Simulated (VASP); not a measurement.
# Cu (P6/mmm) in VASP: notebook

The runs below take Cu through single point, with PBE.

Everything below comes from runs of VASP 6.6.1. Logs are shortened: lines on timing, memory, paths and dates and some standing lists are left out, and cuts for length are marked.

## (1) The cell of the first run

It takes space group P6/mmm (No. 191, hexagonal). Conventional cell: a = 2.356 Å, b = 2.356 Å, c = 2.274 Å, α = 90.00°, β = 90.00°, γ = 120.00°. Within 3.0 Å of Cu (site symmetry 6/mmm) lie 8 Cu at 2.27 to 2.36 Å.

This isn't the form of Cu at room conditions, which is fcc.

## (2) Single point, PBE (10.93 Å³/atom)

Input file POSCAR:

```
Cu
1.0
    2.3556972622      0.0000000000      0.0000000000
   -1.1778486311      2.0400936727      0.0000000000
    0.0000000000      0.0000000000      2.2741441004
Cu
1
Direct
    0.0000000000      0.0000000000      0.0000000000
```

Input file INCAR.step1:

```
PREC = Accurate
ENCUT = 520
EDIFF = 1E-6
ISMEAR = -1
SIGMA = 0.05
LREAL = False
LASPH = True
NELM = 80
ALGO = Normal
ISIF = 2
LWAVE = False
LCHARG = True
LMAXMIX = 4
GGA = PE
NBANDS = 12
```

Input file KPOINTS.step1:

```
Automatic mesh
0
Gamma
  17 17 16
```

Input file INCAR.step2:

```
PREC = Accurate
ENCUT = 520
EDIFF = 1E-6
ISMEAR = -5
SIGMA = 0.05
LREAL = False
LASPH = True
NELM = 80
ALGO = Normal
ISIF = 2
LWAVE = False
LCHARG = False
LMAXMIX = 4
GGA = PE
LORBIT = 10
NBANDS = 12
NEDOS = 1001
ICHARG = 11
```

Input file KPOINTS.step2:

```
Automatic mesh
0
Gamma
  26 26 24
```

Potentials or basis: VASP PAW PBE potentials, release 64 (Cu).

Run with:

```sh
cat potpaw_PBE.64/Cu/POTCAR > POTCAR
cp INCAR.step1 INCAR
cp KPOINTS.step1 KPOINTS
mpirun -np 1 vasp_std > vasp.out
cp INCAR.step2 INCAR
cp KPOINTS.step2 KPOINTS
mpirun -np 1 vasp_std > vasp.out
```

OUTCAR:

```text
PREC = Accurate
   ENCUT = 520
   EDIFF = 1E-6
   ISMEAR = -5
   LREAL = False
   LASPH = True
   NELM = 80
   ISIF = 2
   GGA = PE
   LORBIT = 10
   ICHARG = 11

 ion  position               nearest neighbor table
   1  0.000  0.000  0.000-

  LATTYP: Found a hexagonal cell.
 ALAT       =     2.3556972622
 C/A-ratio  =     0.9653804574

  Lattice vectors:

 A1 = (   2.3556972622,   0.0000000000,   0.0000000000)
 A2 = (  -1.1778486311,   2.0400936727,   0.0000000000)
 A3 = (   0.0000000000,   0.0000000000,   2.2741441004)

Analysis of symmetry for initial positions (statically):
=====================================================================
 Subroutine PRICEL returns:
 Original cell was already a primitive cell.

 Routine SETGRP: Setting up the symmetry group for a
 hexagonal supercell.

 Subroutine GETGRP returns: Found 24 space group operations
 (whereof 24 operations were pure point group operations)
 out of a pool of 24 trial point group operations.

The static configuration has the point symmetry D_6h.

Analysis of symmetry for dynamics (positions and initial velocities):
=====================================================================
 Subroutine PRICEL returns:
 Original cell was already a primitive cell.

 Routine SETGRP: Setting up the symmetry group for a
 hexagonal supercell.

 Subroutine GETGRP returns: Found 24 space group operations
 (whereof 24 operations were pure point group operations)
 out of a pool of 24 trial point group operations.

The dynamic configuration has the point symmetry D_6h.

 Subroutine INISYM returns: Found 24 space group operations
 (whereof 24 operations are pure point group operations),
 and found     1 'primitive' translations

----------------------------------------------------------------------------------------

                                     Primitive cell

  volume of cell :      10.9292

  direct lattice vectors                    reciprocal lattice vectors
     2.355697262  0.000000000  0.000000000     0.424502764  0.245086785  0.000000000
    -1.177848631  2.040093673  0.000000000     0.000000000  0.490173571  0.000000000
     0.000000000  0.000000000  2.274144100     0.000000000  0.000000000  0.439725873

  length of vectors
     2.355697262  2.355697262  2.274144100     0.490173571  0.490173571  0.439725873

  position of ions in fractional coordinates (direct lattice)
     0.000000000  0.000000000  0.000000000

  ion indices of the primitive-cell ions
   primitive index   ion index
                 1           1

----------------------------------------------------------------------------------------

 KPOINTS: Automatic mesh

Automatic generation of k-mesh.
 Grid dimensions read from file:
 generate k-points for:   26   26   24

 Generating k-lattice:

  Cartesian coordinates                     Fractional coordinates (reciprocal lattice)
     0.016327029  0.009426415  0.000000000     0.038461538  0.000000000  0.000000000
     0.000000000  0.018852830  0.000000000     0.000000000  0.038461538  0.000000000
     0.000000000  0.000000000  0.018321911     0.000000000  0.000000000  0.041666667

  Length of vectors
     0.018852830  0.018852830  0.018321911

  Shift w.r.t. Gamma in fractional coordinates (k-lattice)
     0.000000000  0.000000000  0.000000000

 TETIRR: Found  16536 inequivalent tetrahedra from    97344

 Subroutine IBZKPT returns following result:
 ===========================================

 Found    910 irreducible k-points:

 Following reciprocal coordinates:
            Coordinates               Weight
  0.000000  0.000000  0.000000      1.000000
  0.038462 -0.000000  0.000000      6.000000
  0.076923 -0.000000  0.000000      6.000000
  0.115385 -0.000000  0.000000      6.000000
  0.153846 -0.000000  0.000000      6.000000
  0.192308 -0.000000  0.000000      6.000000
[... 16 lines left out ...]
  0.346154  0.038462  0.000000     12.000000
  0.384615  0.038462  0.000000     12.000000
 [... further k-points ...]
   k-points           NKPTS =    910   k-points in BZ     NKDIM =    910   number of bands    NBANDS=     12
   number of dos      NEDOS =   1001   number of ions     NIONS =      1
   total plane-waves  NPLWV =   5832
   dimension x,y,z NGX =    18 NGY =   18 NGZ =   18
   dimension x,y,z NGXF=    36 NGYF=   36 NGZF=   36
   ions per type =               1
   NGX,Y,Z   is equivalent  to a cutoff of  12.70, 12.70, 13.16 a.u.
   NGXF,Y,Z  is equivalent  to a cutoff of  25.41, 25.41, 26.32 a.u.
 SYSTEM =  unknown system
   PREC   = accura    normal or accurate (medium, high low for compatibility)
   ISTART =      0    job   : 0-new  1-cont  2-samecut
   ICHARG =     11    charge: 1-file 2-atom 10-const
   ISPIN  =      1    spin polarized calculation?
   LNONCOLLINEAR =      F non collinear calculations
   LSORBIT =      F    spin-orbit coupling
   LASPH  =      T    aspherical Exc in radial PAW
   ENCUT  =  520.0 eV  38.22 Ry    6.18 a.u.   4.38  4.38  4.23*2*pi/ulx,y,z
   NELM   =     80;   NELMIN=  2; NELMDL=  0     # of ELM steps
   EDIFF  = 0.1E-05   stopping-criterion for ELM
   LREAL  =      F    real-space projection
   EDIFFG = 0.1E-04   stopping-criterion for IOM
   NSW    =      0    number of steps for IOM
   IBRION =     -1    ionic relax: 0-MD 1-quasi-New 2-CG
   NFREE  =      0    steps in history (QN), initial steepest desc. (CG)
   ISIF   =      2    stress and relaxation
   ISYM   =      2    0-nonsym 1-usesym 2-fastsym
   POTIM  = 0.5000    time-step for ionic-motion
   TEBEG  =    0.0;   TEEND  =   0.0 temperature during run
   PSTRESS=    0.0 pullay stress
   NELECT =      11.0000    total number of electrons
   NUPDOWN=      -1.0000    fix difference up-down
   EMIN   =  10.00;   EMAX   =-10.00  energy-range for DOS
   EFERMI =   0.00;   METHOD = LEGACY
   ISMEAR =    -5;   SIGMA  =   0.05  broadening in eV -4-tet -1-fermi 0-gaus
   EFERMI_NEDOS =   21; number of points for ismear=-14 and -15
   IALGO  =     38    algorithm
   IMIX   =      4    mixing-type and parameters
     AMIX     =   0.40;   BMIX     =  1.00
     AMIX_MAG =   1.60;   BMIX_MAG =  1.00
  volume/ion in A,a.u.               =      10.93        73.75
  Fermi-wavevector in a.u.,A,eV,Ry     =   1.640627  3.100336 36.622219  2.691657
  Thomas-Fermi vector in A             =   2.731233
   LORBIT       =     10    0 simple, 1 ext, 2 COOP (PROOUT), +10 PAW based schemes
   GGA     = PE    functional components
   LHFCALC =     F    Hartree Fock is set to
   AEXX    =    0.0000 exact exchange contribution
   IVDW    =     0    specifies the selected vdW correction
   LEPSILON=     F    determine dielectric tensor
   LRPA    =     F    only Hartree local field effects (RPA)
 non-spin polarized calculation
 Fermi weights with tetrahedron method with Bloechl corrections
  energy-cutoff  :      520.00
  volume of cell :       10.93
 maximum number of plane-waves:       315
 NGX is ok and might be reduce to    18

 number of electron      10.9999992 magnetization

 Free energy of the ion-electron system (eV)
  ---------------------------------------------------
  ext. energy  EPLUGINS =         0.00000000
  ---------------------------------------------------
  free energy    TOTEN  =        -3.28649114 eV

  energy without entropy =       -3.28649114  energy(sigma->0) =       -3.28649114

 E-fermi :   8.5615     XC(G=0): -13.1296

 val. band max:        8.6152203688   @ k =   0.1154   0.0769   0.5000
 cond. band min:       8.5357437448   @ k =   0.1923   0.1923   0.3333
 fundamental gap:     -0.0794766239
 Fermi energy:         8.5614705072

 k-point     1 :       0.0000    0.0000    0.0000
  band No.  band energies     occupation
      1      -1.3202      2.00000
      2       3.6740      2.00000
      3       5.2467      2.00000
      4       5.2467      2.00000
      5       6.9806      2.00000
      6       6.9806      2.00000
      7      27.2605      0.00000
      8      32.2279      0.00000
      9      32.3518      0.00000
     10      35.0461      0.00000
     11      35.0461      0.00000
     12      37.3575      0.00000

 k-point     2 :       0.0385   -0.0000    0.0000
  band No.  band energies     occupation
      1      -1.2629      2.00000
      2       3.6867      2.00000
      3       5.2265      2.00000
      4       5.2708      2.00000
      5       6.9631      2.00000
      6       6.9774      2.00000
      7      27.3385      0.00000
      8      31.9244      0.00000
      9      32.2067      0.00000
     10      34.3442      0.00000
     11      34.3994      0.00000
     12      38.0680      0.00000

 k-point     3 :       0.0769   -0.0000    0.0000
  band No.  band energies     occupation
      1      -1.0920      2.00000
      2       3.7236      2.00000
      3       5.1685      2.00000
      4       5.3422      2.00000
      5       6.9119      2.00000
      6       6.9681      2.00000
      7      27.5706      0.00000
      8      30.5547      0.00000
      9      32.1375      0.00000
     10      33.2591      0.00000
     11      33.7375      0.00000
     12      39.3990      0.00000
[... 286 lines left out ...]
 k-point    23 :       0.3462    0.0385    0.0000
  band No.  band energies     occupation
      1       2.5711      2.00000
      2       4.0490      2.00000
      3       5.4914      2.00000
      4       6.0760      2.00000
      5       6.7923      2.00000
      6       6.8808      2.00000
      7      16.3587      0.00000
      8      25.5906      0.00000
      9      31.6708      0.00000
     10      33.4613      0.00000
     11      34.3136      0.00000
     12      43.2849      0.00000

 k-point    24 :       0.3846    0.0385    0.0000
  band No.  band energies     occupation
      1       2.8270      2.00000
      2       4.1054      2.00000
      3       5.9988      2.00000
      4       6.0024      2.00000
      5       6.7746      2.00000
      6       7.1227      2.00000
      7      14.8724      0.00000
      8      25.1525      0.00000
      9      31.5569      0.00000
     10      34.5559      0.00000
     11      34.6268      0.00000
     12      41.8210      0.00000

 [... further k-points ...]
[... 5 lines left out ...]
  --------------------------------------------------------------------------------------
  -------------------------------------------------------------------------------------
  Total        2.0897594      2.0897594      2.0670080      0.0000000     -0.0000000     -0.0000000
  in kB      306.3509970    306.3509970    303.0157322      0.0000000     -0.0000000     -0.0000000
  external PRESSURE =     305.2392421 kB  Pullay stress =       0.0000000 kB

 VOLUME and BASIS-vectors are now :
 -----------------------------------------------------------------------------
  energy-cutoff  :      520.00
  volume of cell :       10.93
      direct lattice vectors                 reciprocal lattice vectors
     2.355697262  0.000000000  0.000000000     0.424502764  0.245086785  0.000000000
    -1.177848631  2.040093673  0.000000000     0.000000000  0.490173571  0.000000000
     0.000000000  0.000000000  2.274144100     0.000000000  0.000000000  0.439725873

 POSITION                                       TOTAL-FORCE (eV/Angst)
 -----------------------------------------------------------------------------------
      0.00000      0.00000      0.00000        -0.000000      0.000000      0.000000
 -----------------------------------------------------------------------------------
    total drift:                                0.000000      0.000000      0.000000

  FREE ENERGIE OF THE ION-ELECTRON SYSTEM (eV)
  ---------------------------------------------------
  free  energy   TOTEN  =        -3.2864911355 eV

  energy  without entropy=       -3.2864911355  energy(sigma->0) =       -3.28649114

 total charge

# of ion       s       p       d       tot
------------------------------------------
    1        0.517   0.455   9.214  10.185
```

It took 1.8 min on 1 thread of Intel Xeon 8259CL, shared host; peak memory 0.25 GiB.

What came out:

```yaml
Valence_electrons_inside_the_program's_atomic_spheres: Cu 10.19
```

Caveat: tetrahedron occupations give inexact forces and stress in metals.

[end of part 1 of 2]
